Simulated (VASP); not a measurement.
# Si2Mo (AlB2 type) (P6/mmm) in VASP: further runs, part 2 of 2

VASP 6.6.1.

### Step 4. Relaxation of cell and atoms, PBE, target pressure 0.041 GPa, at which the enthalpy is minimised

This run uses another cell than the first one, of 13.58 Å³/atom.

The input, INCAR:

```
SYSTEM = Si2Mo
  PREC = Accurate
  ENCUT = 600
  EDIFF = 1E-6
  ISMEAR = -1
  SIGMA = 0.1
  LREAL = .FALSE.
  LASPH = .TRUE.
  NELM = 100
  ALGO = Normal
  ISIF = 3
  LWAVE = .FALSE.
  LCHARG = .FALSE.
  GGA = PE
  IBRION = 2
  NSW = 60
  EDIFFG = -0.005
  PSTRESS = 0.41000000000000003
```

The input, KPOINTS:

```
regular mesh
0
G
  9 9 7
  0 0 0
```

The input, POSCAR:

```
Si2Mo
1.0
    3.4968226404      0.0000000000      0.0000000000
   -1.7484113202      3.0283372391      0.0000000000
    0.0000000000      0.0000000000      3.8465049044
Mo Si
1 2
Direct
    0.0000000000      0.0000000000      0.0000000000
    0.3333333333      0.6666666667      0.5000000000
    0.6666666667      0.3333333333      0.5000000000
```

Potentials or basis: VASP PAW PBE potentials, release 64 (Mo_sv, Si).

The run is started by

```sh
$ cat potpaw_PBE.64/Mo_sv/POTCAR potpaw_PBE.64/Si/POTCAR > POTCAR
$ mpirun -np 1 vasp_std > vasp.out
```

OUTCAR:

```text
SYSTEM = Si2Mo
   PREC = Accurate
   ENCUT = 600
   EDIFF = 1E-6
   ISMEAR = -1
   LREAL = .FALSE.
   LASPH = .TRUE.
   NELM = 100
   ISIF = 3
   GGA = PE
   IBRION = 2
   NSW = 60
   EDIFFG = -0.005
   PSTRESS = 0.41000000000000003

 ion  position               nearest neighbor table
   1  0.000  0.000  0.000-   2 2.79   3 2.79   2 2.79   3 2.79   2 2.79   2 2.79   3 2.79   3 2.79
                             3 2.79   3 2.79   2 2.79   2 2.79
   2  0.333  0.667  0.500-   3 2.02   3 2.02   3 2.02   1 2.79   1 2.79   1 2.79   1 2.79   1 2.79
                             1 2.79
   3  0.667  0.333  0.500-   2 2.02   2 2.02   2 2.02   1 2.79   1 2.79   1 2.79   1 2.79   1 2.79
                             1 2.79

  LATTYP: Found a hexagonal cell.
 ALAT       =     3.4968226404
 C/A-ratio  =     1.1000000000

  Lattice vectors:

[... 737 lines left out ...]
[... ionic steps 4 to 16 ...]

--------------------------------------- Ionic step       17  -------------------------------------------

 number of electron      22.0000006 magnetization

------------------------ aborting loop because EDIFF is reached ----------------------------------------
[... 73 lines left out ...]
--------------------------------------- Ionic step       19  -------------------------------------------

 number of electron      22.0000006 magnetization

 Free energy of the ion-electron system (eV)
  ---------------------------------------------------
  ext. energy  EPLUGINS =         0.00000000
  ---------------------------------------------------
  free energy    TOTEN  =       -21.32182003 eV

  energy without entropy =      -21.27286977  energy(sigma->0) =      -21.29734490

 E-fermi :  12.0466     XC(G=0): -12.2341

 val. band max:       12.0396604714   @ k =   0.3333   0.1111   0.4286
 cond. band min:      12.1668913835   @ k =   0.2222   0.1111   0.2857
 fundamental gap:      0.1272309121
 Fermi energy:        12.0465897685

 k-point     1 :       0.0000    0.0000    0.0000
  band No.  band energies     occupation
      1     -49.1956      2.00000
      2     -23.3029      2.00000
      3     -23.3029      2.00000
      4     -22.6186      2.00000
      5      -1.6169      2.00000
      6       5.8305      2.00000
      7       5.8305      2.00000
      8       7.0240      2.00000
      9       7.9500      2.00000
     10      11.1383      1.99977
     11      11.1383      1.99977
     12      13.6921      0.00000
     13      13.6921      0.00000
     14      15.1495      0.00000
[... 449 lines left out ...]
  energy  without entropy=      -21.2728697736  energy(sigma->0) =      -21.29734490

  enthalpy is  TOTEN    =       -21.3110880614 eV   P V=        0.0107319714

 reached required accuracy - stopping structural energy minimisation
```

It took 17 min on 1 thread of Intel Xeon 8259CL, shared host; peak memory 0.2 GiB.

Results:

```
Free energy                                                : -21.3218 eV
Relaxed volume                                             : 13.98 Å³/atom
Relaxed cell                                               : a = 4.307 Å, b = 4.307 Å, c = 2.610 Å, α = 90.00°, β = 90.00°, γ = 120.00°
Space group after relaxing (to 0.1 Å)                      : P6/mmm (No. 191)
Energy change on relaxing (the run minimises the enthalpy) : -1077.4 meV/atom
Ionic steps                                                : 19
Pressure after relaxing                                    : 0.1 GPa
Band gap on the k mesh                                     : zero (bands 11 and 12 overlap by 1.80 eV)
```

Step by step:
| step | energy change (eV) | largest force (eV/Å) | pressure (GPa) | volume (Å³) |
| --- | --- | --- | --- | --- |
| 1 | 0.0000 | 0.0000 | 34.68 | 40.73 |
| 2 | -0.5755 | 0.0000 | -22.48 | 59.60 |
| 3 | -1.3074 | 0.0000 | -9.74 | 49.87 |
| 4 | -1.3087 | 0.0000 | -8.88 | 49.57 |
| 5 | -2.0781 | 0.0000 | -6.61 | 46.15 |
| 6 | -0.0719 | 0.0000 | 88.78 | 33.23 |
| 7 | -2.4505 | 0.0000 | -4.01 | 44.16 |
| 8 | -3.0243 | 0.0000 | 13.56 | 39.04 |
| 9 | -2.7739 | 0.0000 | 31.13 | 36.89 |
| 10 | -3.0280 | 0.0000 | 15.84 | 38.68 |
| 11 | -3.0594 | 0.0000 | 11.36 | 40.26 |
| 12 | -3.1429 | 0.0000 | 12.14 | 39.56 |
| 13 | -3.2308 | 0.0000 | -0.40 | 41.99 |
| 14 | -3.2312 | 0.0000 | 0.37 | 41.82 |
| 15 | -3.2312 | 0.0000 | 0.16 | 41.86 |
| 16 | -3.2320 | 0.0000 | 0.00 | 41.92 |
| 17 | -3.2323 | 0.0000 | -0.16 | 41.98 |
| 18 | -3.2323 | 0.0000 | 0.09 | 41.93 |
| 19 | -3.2323 | 0.0000 | 0.05 | 41.94 |

Final structure:
```
Mo Si
1.0
     4.30743    0.00000    0.00000
    -2.15371    3.73034    0.00000
     0.00000    0.00000    2.61000
Mo Si
1 2
Direct
  0.00000 0.00000 0.00000
  0.33333 0.66667 0.50000
  0.66667 0.33333 0.50000
```

Levels at points of the mesh, in eV from the Fermi level:
```
           k point  band 8  band 9  band 10  band 11  band 12  band 13  band 14  band 15
(0.00, 0.00, 0.00)   -5.02   -4.10    -0.91    -0.91     1.65     1.65     3.10     3.10
```

Caveat: the cell is relaxed towards a set pressure, so the run minimises the enthalpy, not the energy; a cell axis changed by over 15 % at a fixed basis, so the end point is rough.

### Step 5. Relaxation of cell and atoms, PBE, target pressure 0.041 GPa, at which the enthalpy is minimised

The input, INCAR:

```
PREC = Accurate
ENCUT = 600
EDIFF = 1E-6
ISMEAR = -1
SIGMA = 0.1
LREAL = F
LASPH = T
NELM = 100
ALGO = Normal
ISIF = 3
LWAVE = F
LCHARG = F
GGA = PE
IBRION = 2
NSW = 32
EDIFFG = -0.005
PSTRESS = 0.41000000000000003
```

The input, KPOINTS:

```
regular mesh
0
Gamma
  9 9 7
```

The input, POSCAR:

```
Si2Mo
1.0
    4.3094500489      0.0000000000      0.0000000000
   -2.1547250245      3.7320932187      0.0000000000
    0.0000000000      0.0000000000      2.6084376415
Mo Si
1 2
Direct
    0.0000000000      0.0000000000      0.0000000000
    0.3333333333      0.6666666667      0.5000000000
    0.6666666667      0.3333333333      0.5000000000
```

The run is started by

```sh
$ cat potpaw_PBE.64/Mo_sv/POTCAR potpaw_PBE.64/Si/POTCAR > POTCAR
$ mpirun -np 1 vasp_std > vasp.out
```

Run time: 2.4 min. Hardware: 1 thread of Intel Xeon 8259CL, shared host; peak memory 0.21 GiB.

The run converged. Its results:

```yaml
Free_energy: -21.3284 eV
Relaxed_volume: 13.99 Å³/atom
Relaxed_cell: a = 4.310 Å, b = 4.310 Å, c = 2.609 Å, α = 90.00°, β = 90.00°, γ = 120.00°
Space_group_after_relaxing_to_0.1_Å: P6/mmm (No. 191)
Energy_change_on_relaxing_the_run_minimises_the_enthalpy: -0.0 meV/atom
Ionic_steps: 3
Pressure_after_relaxing: 0.0 GPa
Band_gap_on_the_k_mesh: zero (bands 11 and 12 overlap by 1.81 eV)
```

Final structure:
```
Mo Si
1.0
     4.30972    0.00000    0.00000
    -2.15486    3.73233    0.00000
     0.00000    0.00000    2.60901
Mo Si
1 2
Direct
  0.00000 0.00000 0.00000
  0.33333 0.66667 0.50000
  0.66667 0.33333 0.50000
```

Levels at points of the mesh, in eV from the Fermi level:
```
           k point  band 9  band 10  band 11  band 12  band 13  band 14
(0.00, 0.00, 0.00)   -4.10    -0.91    -0.91     1.65     1.65     3.10
```

Caveat: the cell is relaxed towards a set pressure, so the run minimises the enthalpy, not the energy.

### Step 6. The runs side by side

| task | cell | cutoff (eV) | gap on the mesh (eV) | pressure (GPa) |
| --- | --- | --- | --- | --- |
| single point | a = 4.309, b = 4.309, c = 2.608 Å, angles 90.0, 90.0, 120.0°, 3 atoms | 520 | none | 0.1 |
| single point | a = 4.310, b = 4.310, c = 2.608 Å, angles 90.0, 90.0, 120.0°, 3 atoms | 520 | none | 0.1 |
| relaxation of cell and atoms | relaxed to 0.041 GPa from a = 3.497, b = 3.497, c = 3.847 Å, angles 90.0, 90.0, 120.0°, 3 atoms | 600 | none | 0.1 |
| relaxation of cell and atoms | relaxed to 0.041 GPa from a = 4.309, b = 4.309, c = 2.608 Å, angles 90.0, 90.0, 120.0°, 3 atoms | 600 | none | 0.0 |

Alike in all rows: level PBE; potentials or basis VASP PAW PBE potentials, release 64 (Mo_sv, Si); no spin polarisation; k mesh 9 × 9 × 7; smearing fermi-dirac 0.1 eV.

Caveats: the cell is relaxed towards a set pressure, so the run minimises the enthalpy, not the energy (at least some runs); a cell axis changed by over 15 % at a fixed basis, so the end point is rough (at least some runs).

Absolute energies hang on the potentials; compare differences alone.

The gap in the log of VASP goes by the Fermi energy; the results here count the filled bands.